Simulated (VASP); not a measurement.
## AgCl: single point with PBEsol

The system is AgCl.

```
CELL_PARAMETERS angstrom
4.42903 0.00000 0.00000
-2.21452 3.83565 0.00000
0.00000 0.00000 5.65914
ATOMIC_POSITIONS crystal
Ag 0.33333 0.66667 0.25000
Ag 0.66667 0.33333 0.75000
Cl 0.66667 0.33333 0.25000
Cl 0.33333 0.66667 0.75000
```

```json
{"Program": "VASP 6.6.1", "Task": "single point", "Functional": "PBEsol", "Potentials or basis": "VASP PAW PBE potentials, release 64 (Ag, Cl)", "Cutoff": "520 eV", "k mesh": "6 × 6 × 4", "Occupations": "fermi-dirac, width 0.03 eV", "Spin": "no spin polarisation", "Dipole correction": "no", "Further INCAR settings": "ALGO = Normal; EDIFF = 1e-06; NBANDS = 26"}
```

```yaml
Pressure: -0.1 GPa
Band_gap_on_the_k_mesh: 1.19 eV, direct
```

Levels at points of the mesh, in eV from the valence-band top:
```csv
k point,band 14,band 15,band 16,band 17,band 18,band 19,band 20,band 21,band 22,band 23
"(0.00, 0.00, 0.00)",-1.71,-0.32,-0.32,0.00,0.00,1.19,2.89,7.28,7.28,8.31
"(0.50, 0.00, 0.00)",-1.58,-1.55,-1.50,-1.49,-1.12,4.03,4.27,6.12,7.26,8.68
"(0.00, 0.00, 0.50)",-1.12,-0.12,-0.12,-0.12,-0.12,3.38,3.38,7.17,7.17,7.17
"(0.50, 0.00, 0.50)",-1.76,-1.24,-1.24,-0.17,-0.17,4.68,4.68,6.24,6.24,7.63
```

Wall time 23 s on 1 thread of Intel(R) Xeon(R) 6975P-C (Granite Rapids), with other jobs on the host, peak memory 0.23 GiB.

Caveat: the PAW data sets were made with another functional, which shifts forces and pressure a little.
